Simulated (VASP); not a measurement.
# MoH4 (P6/mmm) in VASP: notebook

The runs below take MoH4 through single point, relaxation of cell and atoms, with PBE.

Program: VASP 6.6.1. These are calculated values, not measurements. Logs are shortened: lines on timing, memory, paths and dates and some standing lists are left out, and cuts for length are marked.

## 1. The cell of the first run

The structure is hexagonal, space group P6/mmm (No. 191). Conventional cell: a = 2.856 Å, b = 2.856 Å, c = 5.183 Å, α = 90.00°, β = 90.00°, γ = 120.00°. Within 2.2 Å of H (site symmetry 3m) lie 3 H at 1.65 Å and 3 Mo at 2.00 Å. Mo (site symmetry 6/mmm) has 12 H at 2.00 Å within 2.6 Å.

## 2. Single point, PBE

INCAR

```
ALGO = Normal
EDIFF = 1E-6
ENCUT = 520
GGA = PE
ISIF = 2
ISMEAR = 0
LASPH = T
LCHARG = F
LREAL = F
LWAVE = F
NBANDS = 17
NELM = 100
PREC = Accurate
SIGMA = 0.1
```

KPOINTS

```
k-points
0
Gamma
  18 18 8
```

POSCAR

```
MoH4
1.0
    2.8564592656      0.0000000000      0.0000000000
   -1.4282296328      2.4737662889      0.0000000000
    0.0000000000      0.0000000000      5.1830589513
H Mo
4 1
Direct
    0.3333333333      0.6666666667      0.2182637002
    0.3333333333      0.6666666667      0.7817362998
    0.6666666667      0.3333333333      0.2182637002
    0.6666666667      0.3333333333      0.7817362998
    0.0000000000      0.0000000000      0.0000000000
```

Potentials or basis: VASP PAW PBE potentials, release 64 (H, Mo_sv).

Launch:

```bash
cat potpaw_PBE.64/H/POTCAR potpaw_PBE.64/Mo_sv/POTCAR > POTCAR
mpirun -np 1 vasp_std > vasp.out
```

OUTCAR:

```text
EDIFF = 1E-6
   ENCUT = 520
   GGA = PE
   ISIF = 2
   ISMEAR = 0
   LASPH = T
   LREAL = F
   NELM = 100
   PREC = Accurate

 ion  position               nearest neighbor table
   1  0.333  0.667  0.218-   5 2.00   5 2.00   5 2.00
   2  0.333  0.667  0.782-   5 2.00   5 2.00   5 2.00
   3  0.667  0.333  0.218-   5 2.00   5 2.00   5 2.00
   4  0.667  0.333  0.782-   5 2.00   5 2.00   5 2.00
   5  0.000  0.000  0.000-   1 2.00   2 2.00   3 2.00   4 2.00   3 2.00   4 2.00   1 2.00   2 2.00
                             3 2.00   4 2.00   1 2.00   2 2.00

  LATTYP: Found a hexagonal cell.
 ALAT       =     2.8564592656
 C/A-ratio  =     1.8145047660

  Lattice vectors:

 A1 = (   2.8564592656,   0.0000000000,   0.0000000000)
 A2 = (  -1.4282296328,   2.4737662889,   0.0000000000)
 A3 = (   0.0000000000,   0.0000000000,   5.1830589513)

Analysis of symmetry for initial positions (statically):
=====================================================================
 Subroutine PRICEL returns:
 Original cell was already a primitive cell.

 Routine SETGRP: Setting up the symmetry group for a
 hexagonal supercell.

 Subroutine GETGRP returns: Found 24 space group operations
 (whereof 24 operations were pure point group operations)
 out of a pool of 24 trial point group operations.

The static configuration has the point symmetry D_6h.

Analysis of symmetry for dynamics (positions and initial velocities):
=====================================================================
 Subroutine PRICEL returns:
 Original cell was already a primitive cell.

 Routine SETGRP: Setting up the symmetry group for a
 hexagonal supercell.

 Subroutine GETGRP returns: Found 24 space group operations
 (whereof 24 operations were pure point group operations)
 out of a pool of 24 trial point group operations.

The dynamic configuration has the point symmetry D_6h.

 Subroutine INISYM returns: Found 24 space group operations
 (whereof 24 operations are pure point group operations),
 and found     1 'primitive' translations

----------------------------------------------------------------------------------------

                                     Primitive cell

  volume of cell :      36.6246

  direct lattice vectors                    reciprocal lattice vectors
     2.856459266  0.000000000  0.000000000     0.350083760  0.202120953  0.000000000
    -1.428229633  2.473766289  0.000000000     0.000000000  0.404241906  0.000000000
     0.000000000  0.000000000  5.183058951     0.000000000  0.000000000  0.192936258

  length of vectors
     2.856459266  2.856459266  5.183058951     0.404241906  0.404241906  0.192936258

  position of ions in fractional coordinates (direct lattice)
     0.333333333  0.666666667  0.218263700
     0.333333333  0.666666667  0.781736300
     0.666666667  0.333333333  0.218263700
     0.666666667  0.333333333  0.781736300
     0.000000000  0.000000000  0.000000000

  ion indices of the primitive-cell ions
   primitive index   ion index
                 1           1
                 2           2
                 3           3
                 4           4
                 5           5

----------------------------------------------------------------------------------------

 KPOINTS: k-points

Automatic generation of k-mesh.
 Grid dimensions read from file:
 generate k-points for:   18   18    8

 Generating k-lattice:

  Cartesian coordinates                     Fractional coordinates (reciprocal lattice)
     0.019449098  0.011228942  0.000000000     0.055555556  0.000000000  0.000000000
     0.000000000  0.022457884  0.000000000     0.000000000  0.055555556  0.000000000
     0.000000000  0.000000000  0.024117032     0.000000000  0.000000000  0.125000000

  Length of vectors
     0.022457884  0.022457884  0.024117032

  Shift w.r.t. Gamma in fractional coordinates (k-lattice)
     0.000000000  0.000000000  0.000000000

 Subroutine IBZKPT returns following result:
 ===========================================

 Found    185 irreducible k-points:

 Following reciprocal coordinates:
            Coordinates               Weight
  0.000000  0.000000  0.000000      1.000000
  0.055556 -0.000000  0.000000      6.000000
  0.111111 -0.000000  0.000000      6.000000
  0.166667 -0.000000  0.000000      6.000000
  0.222222 -0.000000  0.000000      6.000000
  0.277778 -0.000000  0.000000      6.000000
[... 16 lines left out ...]
  0.333333  0.111111  0.000000     12.000000
  0.388889  0.111111  0.000000     12.000000
 [... further k-points ...]
   k-points           NKPTS =    185   k-points in BZ     NKDIM =    185   number of bands    NBANDS=     17
   number of dos      NEDOS =    301   number of ions     NIONS =      5
   total plane-waves  NPLWV =  23040
   dimension x,y,z NGX =    24 NGY =   24 NGZ =   40
   dimension x,y,z NGXF=    48 NGYF=   48 NGZF=   80
   ions per type =               4   1
   NGX,Y,Z   is equivalent  to a cutoff of  13.97, 13.97, 12.83 a.u.
   NGXF,Y,Z  is equivalent  to a cutoff of  27.94, 27.94, 25.66 a.u.
 SYSTEM =  unknown system
   PREC   = accura    normal or accurate (medium, high low for compatibility)
   ISTART =      0    job   : 0-new  1-cont  2-samecut
   ICHARG =      2    charge: 1-file 2-atom 10-const
   ISPIN  =      1    spin polarized calculation?
   LNONCOLLINEAR =      F non collinear calculations
   LSORBIT =      F    spin-orbit coupling
   LASPH  =      T    aspherical Exc in radial PAW
   ENCUT  =  520.0 eV  38.22 Ry    6.18 a.u.   5.31  5.31  9.64*2*pi/ulx,y,z
   NELM   =    100;   NELMIN=  2; NELMDL= -5     # of ELM steps
   EDIFF  = 0.1E-05   stopping-criterion for ELM
   LREAL  =      F    real-space projection
   EDIFFG = 0.1E-04   stopping-criterion for IOM
   NSW    =      0    number of steps for IOM
   IBRION =     -1    ionic relax: 0-MD 1-quasi-New 2-CG
   NFREE  =      0    steps in history (QN), initial steepest desc. (CG)
   ISIF   =      2    stress and relaxation
   ISYM   =      2    0-nonsym 1-usesym 2-fastsym
   POTIM  = 0.5000    time-step for ionic-motion
   TEBEG  =    0.0;   TEEND  =   0.0 temperature during run
   PSTRESS=    0.0 pullay stress
   NELECT =      18.0000    total number of electrons
   NUPDOWN=      -1.0000    fix difference up-down
   EMIN   =  10.00;   EMAX   =-10.00  energy-range for DOS
   EFERMI =   0.00;   METHOD = LEGACY
   ISMEAR =     0;   SIGMA  =   0.10  broadening in eV -4-tet -1-fermi 0-gaus
   EFERMI_NEDOS =   21; number of points for ismear=-14 and -15
   IALGO  =     38    algorithm
   IMIX   =      4    mixing-type and parameters
     AMIX     =   0.40;   BMIX     =  1.00
     AMIX_MAG =   1.60;   BMIX_MAG =  1.00
  volume/ion in A,a.u.               =       7.32        49.43
  Fermi-wavevector in a.u.,A,eV,Ry     =   1.291937  2.441407 22.709505  1.669102
  Thomas-Fermi vector in A             =   2.423676
   LORBIT       =      0    0 simple, 1 ext, 2 COOP (PROOUT), +10 PAW based schemes
   GGA     = PE    functional components
   LHFCALC =     F    Hartree Fock is set to
   AEXX    =    0.0000 exact exchange contribution
   IVDW    =     0    specifies the selected vdW correction
   LEPSILON=     F    determine dielectric tensor
   LRPA    =     F    only Hartree local field effects (RPA)
 non-spin polarized calculation
 Gauss-broadening in eV      SIGMA  =   0.10
  energy-cutoff  :      520.00
  volume of cell :       36.62
 maximum number of plane-waves:      1003
 NGX is ok and might be reduce to    24
   NGX = 11   NGY = 11   NGZ = 19

 number of electron      17.9999998 magnetization

 Free energy of the ion-electron system (eV)
  ---------------------------------------------------
  ext. energy  EPLUGINS =         0.00000000
  ---------------------------------------------------
  free energy    TOTEN  =       -22.70359714 eV

  energy without entropy =      -22.69785999  energy(sigma->0) =      -22.70072856

 E-fermi :   5.2393     XC(G=0): -10.1589

 val. band max:        5.2301387023   @ k =   0.4444  -0.0000   0.0000
 cond. band min:       5.2772048290   @ k =   0.3333   0.3333   0.2500
 fundamental gap:      0.0470661267
 Fermi energy:         5.2393465523

 k-point     1 :       0.0000    0.0000    0.0000
  band No.  band energies     occupation
      1     -56.1951      2.00000
      2     -30.1073      2.00000
      3     -29.9366      2.00000
      4     -29.9366      2.00000
      5      -6.0705      2.00000
      6      -2.1780      2.00000
[... 9 lines left out ...]
     16      19.8978      0.00000
     17      21.6028      0.00000

 k-point     2 :       0.0556   -0.0000    0.0000
  band No.  band energies     occupation
      1     -56.1907      2.00000
      2     -30.1014      2.00000
      3     -29.9689      2.00000
      4     -29.9436      2.00000
      5      -5.9741      2.00000
      6      -2.1955      2.00000
[... 9 lines left out ...]
     16      19.5203      0.00000
     17      21.7119      0.00000

 k-point     3 :       0.1111   -0.0000    0.0000
  band No.  band energies     occupation
      1     -56.1782      2.00000
      2     -30.0844      2.00000
      3     -30.0612      2.00000
      4     -29.9636      2.00000
      5      -5.6927      2.00000
      6      -2.2423      2.00000
[... 9 lines left out ...]
     16      18.5375      0.00000
     17      22.0085      0.00000

 k-point     4 :       0.1667   -0.0000    0.0000
  band No.  band energies     occupation
      1     -56.1590      2.00000
      2     -30.2008      2.00000
      3     -30.0582      2.00000
      4     -29.9943      2.00000
      5      -5.2473      2.00000
      6      -2.3069      2.00000
[... 9 lines left out ...]
     16      19.0224      0.00000
     17      20.8071      0.00000

 k-point     5 :       0.2222   -0.0000    0.0000
  band No.  band energies     occupation
      1     -56.1353      2.00000
      2     -30.3688      2.00000
      3     -30.0316      2.00000
      4     -30.0260      2.00000
      5      -4.6727      2.00000
      6      -2.3750      2.00000
[... 9 lines left out ...]
     16      19.4969      0.00000
     17      19.7246      0.00000

 k-point     6 :       0.2778   -0.0000    0.0000
  band No.  band energies     occupation
      1     -56.1099      2.00000
      2     -30.5441      2.00000
      3     -30.0711      2.00000
      4     -29.9915      2.00000
      5      -4.0167      2.00000
      6      -2.4333      2.00000
[... 9 lines left out ...]
     16      18.6933      0.00000
     17      19.4651      0.00000

 k-point     7 :       0.3333   -0.0000    0.0000
  band No.  band energies     occupation
      1     -56.0860      2.00000
      2     -30.7057      2.00000
      3     -30.1079      2.00000
      4     -29.9589      2.00000
      5      -3.3446      2.00000
      6      -2.4744      2.00000
[... 9 lines left out ...]
     16      17.7157      0.00000
     17      18.6828      0.00000

 k-point     8 :       0.3889   -0.0000    0.0000
  band No.  band energies     occupation
      1     -56.0664      2.00000
      2     -30.8353      2.00000
      3     -30.1377      2.00000
      4     -29.9322      2.00000
      5      -2.7499      2.00000
      6      -2.4973      2.00000
[... 9 lines left out ...]
     16      16.8383      0.00000
     17      17.7079      0.00000
[... 203 lines left out ...]
      1     -56.1483      2.00000
      2     -30.2657      2.00000
      3     -30.0437      2.00000
      4     -30.0228      2.00000
      5      -4.9887      2.00000
      6      -2.3309      2.00000
[... 9 lines left out ...]
     16      19.2530      0.00000
     17      20.1135      0.00000

 k-point    20 :       0.1667    0.1111    0.0000
  band No.  band energies     occupation
      1     -56.1260      2.00000
      2     -30.4104      2.00000
      3     -30.0705      2.00000
      4     -30.0134      2.00000
      5      -4.4255      2.00000
      6      -2.3723      2.00000
[... 9 lines left out ...]
     16      19.5976      0.00000
     17      19.8966      0.00000

 k-point    21 :       0.2222    0.1111    0.0000
  band No.  band energies     occupation
      1     -56.1021      2.00000
      2     -30.5612      2.00000
      3     -30.1216      2.00000
      4     -29.9809      2.00000
      5      -3.7749      2.00000
      6      -2.3918      2.00000
[... 9 lines left out ...]
     16      19.1781      0.00000
     17      19.5936      0.00000

 k-point    22 :       0.2778    0.1111    0.0000
  band No.  band energies     occupation
      1     -56.0796      2.00000
      2     -30.7004      2.00000
      3     -30.1696      2.00000
      4     -29.9503      2.00000
      5      -3.0990      2.00000
      6      -2.3837      2.00000
[... 9 lines left out ...]
     16      18.1723      0.00000
     17      18.9303      0.00000

 k-point    23 :       0.3333    0.1111    0.0000
  band No.  band energies     occupation
      1     -56.0612      2.00000
      2     -30.8122      2.00000
      3     -30.2086      2.00000
      4     -29.9252      2.00000
      5      -2.4893      2.00000
      6      -2.3543      2.00000
[... 9 lines left out ...]
     16      17.1369      0.00000
     17      18.1467      0.00000

 k-point    24 :       0.3889    0.1111    0.0000
  band No.  band energies     occupation
      1     -56.0491      2.00000
      2     -30.8845      2.00000
      3     -30.2339      2.00000
      4     -29.9087      2.00000
      5      -2.3217      2.00000
      6      -2.0687      2.00000
[... 9 lines left out ...]
     16      16.3245      0.00000
     17      17.4275      0.00000

 [... further k-points ...]

------------------------ aborting loop because EDIFF is reached ----------------------------------------

  FORCE on cell =-STRESS in cart. coord.  units (eV):
  Direction    XX          YY          ZZ          XY          YZ          ZX
  --------------------------------------------------------------------------------------
  -------------------------------------------------------------------------------------
  Total       -0.0003478     -0.0003478     -0.0295051     -0.0000000     -0.0000000      0.0000000
  in kB       -0.0152127     -0.0152127     -1.2907283     -0.0000000     -0.0000000      0.0000000
  external PRESSURE =      -0.4403845 kB  Pullay stress =       0.0000000 kB

 VOLUME and BASIS-vectors are now :
 -----------------------------------------------------------------------------
  energy-cutoff  :      520.00
  volume of cell :       36.62
      direct lattice vectors                 reciprocal lattice vectors
     2.856459266  0.000000000  0.000000000     0.350083760  0.202120953  0.000000000
    -1.428229633  2.473766289  0.000000000     0.000000000  0.404241906  0.000000000
     0.000000000  0.000000000  5.183058951     0.000000000  0.000000000  0.192936258

 POSITION                                       TOTAL-FORCE (eV/Angst)
 -----------------------------------------------------------------------------------
     -0.00000      1.64918      1.13127         0.000000     -0.000000      0.005460
     -0.00000      1.64918      4.05179        -0.000000     -0.000000     -0.005460
      1.42823      0.82459      1.13127        -0.000000      0.000000      0.005460
      1.42823      0.82459      4.05179        -0.000000      0.000000     -0.005460
      0.00000      0.00000      0.00000         0.000000      0.000000     -0.000000
 -----------------------------------------------------------------------------------
    total drift:                                0.000000      0.000000     -0.000000

  FREE ENERGIE OF THE ION-ELECTRON SYSTEM (eV)
  ---------------------------------------------------
  free  energy   TOTEN  =       -22.7035971431 eV

  energy  without entropy=      -22.6978599851  energy(sigma->0) =      -22.70072856
```

Run time: 54 s. Hardware: 1 thread of AMD EPYC 9R45 (Zen 5), shared host; peak memory 0.21 GiB.

What came out:

```
Free energy            : -22.7036 eV
Pressure               : 0.0 GPa
Largest force          : 0.005 eV/Å
Band gap on the k mesh : zero (band 9 reaches 5.60 eV, above the bottom of band 10 at 5.18 eV)
```

Forces in eV/Å, atoms in the order of the input:
```
H    0.000  0.000  0.005
H    0.000  0.000 -0.005
H    0.000  0.000  0.005
H    0.000  0.000 -0.005
Mo   0.000  0.000  0.000
```

Stress tensor (GPa, compression positive):
```
 0.00  0.00  0.00
 0.00  0.00  0.00
 0.00  0.00 -0.13
```

Levels at points of the mesh, in eV from the Fermi level:
```
           k point  band 7  band 8  band 9  band 10  band 11  band 12
(0.00, 0.00, 0.00)   -3.64   -1.83   -1.83     1.12     1.12     3.50
(0.50, 0.00, 0.00)   -5.95   -1.17   -0.98    -0.04     2.82     4.83
(0.00, 0.00, 0.50)   -2.96   -1.83   -1.83     1.11     1.11     3.60
(0.50, 0.00, 0.50)   -5.63   -1.74   -0.52    -0.06     2.82     4.78
```

## 3. Single point, PBE

INCAR

```
PREC = Accurate
ENCUT = 520
EDIFF = 1E-7
ISMEAR = 0
SIGMA = 0.1
LREAL = F
LASPH = T
NELM = 100
ALGO = Normal
ISIF = 2
LWAVE = F
LCHARG = T
GGA = PE
LELF = T
LVHAR = T
NBANDS = 17
```

KPOINTS

```
regular mesh
0
Gamma
  18 18 8
```

POSCAR is that of step 2.

Potentials or basis: VASP PAW PBE potentials, release 64 (H, Mo_sv).

Launch:

```bash
cat potpaw_PBE.64/H/POTCAR potpaw_PBE.64/Mo_sv/POTCAR > POTCAR
mpirun -np 1 vasp_std > vasp.out
```

It took 60 s on 1 thread of AMD EPYC 9R45 (Zen 5), shared host; peak memory 0.21 GiB.

It converged, with:

```
Free energy            : -22.7036 eV
Pressure               : 0.0 GPa
Largest force          : 0.005 eV/Å
Band gap on the k mesh : zero (band 9 reaches 5.60 eV, above the bottom of band 10 at 5.18 eV)
```

Forces on the atoms (eV/Å):
```
H    0.000  0.000  0.005
H    0.000  0.000 -0.005
H    0.000  0.000  0.005
H    0.000  0.000 -0.005
Mo   0.000  0.000  0.000
```

Stress tensor (GPa, compression positive):
```
-0.01  0.00  0.00
 0.00 -0.01  0.00
 0.00  0.00 -0.14
```

Levels at points of the mesh, in eV from the Fermi level:
| k point | band 7 | band 8 | band 9 | band 10 | band 11 | band 12 |
| --- | --- | --- | --- | --- | --- | --- |
| (0.00, 0.00, 0.00) | -3.64 | -1.83 | -1.83 | 1.12 | 1.12 | 3.50 |
| (0.50, 0.00, 0.00) | -5.95 | -1.17 | -0.98 | -0.04 | 2.82 | 4.83 |
| (0.00, 0.00, 0.50) | -2.96 | -1.83 | -1.83 | 1.11 | 1.11 | 3.60 |
| (0.50, 0.00, 0.50) | -5.63 | -1.74 | -0.52 | -0.06 | 2.82 | 4.78 |

[end of part 1 of 2]
